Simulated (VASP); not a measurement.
A run of VASP 6.6.1:

INCAR

```
SYSTEM = ScAl2N3
PREC = Accurate
ENCUT = 600
EDIFF = 1E-6
ISMEAR = 0
SIGMA = 0.1
LREAL = .FALSE.
LASPH = .TRUE.
NELM = 80
ALGO = Normal
ISIF = 3
LWAVE = .FALSE.
LCHARG = .FALSE.
GGA = PE
IBRION = 2
NSW = 90
EDIFFG = -0.04
```

KPOINTS

```
regular mesh
0
G
  6 6 4
  0 0 0
```

The input POSCAR:

```
ScAl2N3
1.0
    4.5932962900      0.0000000000      0.0000000000
   -2.2966481500      3.9779112800      0.0000000000
    0.0000000000      0.0000000000      5.2631968500
Sc Al N
1 2 3
Direct
    0.0000000000      0.0000000000      0.0000000000
    0.3333333300      0.6666666700      0.0000000000
    0.6666666700      0.3333333300      0.0000000000
    0.3333333300      0.6666666700      0.5000000000
    0.6666666700      0.3333333300      0.5000000000
    0.0000000000      0.0000000000      0.5000000000
```

Potentials or basis: VASP PAW PBE potentials, release 64 (Sc_sv, Al, N).

Command:

```console
$ cat potpaw_PBE.64/Sc_sv/POTCAR potpaw_PBE.64/Al/POTCAR potpaw_PBE.64/N/POTCAR > POTCAR
$ mpirun -np 1 vasp_std > vasp.out
```

Hardware: 1 thread of Intel Xeon 8259CL, on a shared host.

Problem. Estimate the wall time of this run.

Solution. It took 17 min on 1 thread of Intel Xeon 8259CL, with other jobs on the host, peak memory 0.3 GiB. Counts: scf iterations 151, k points 21, ion steps 14.
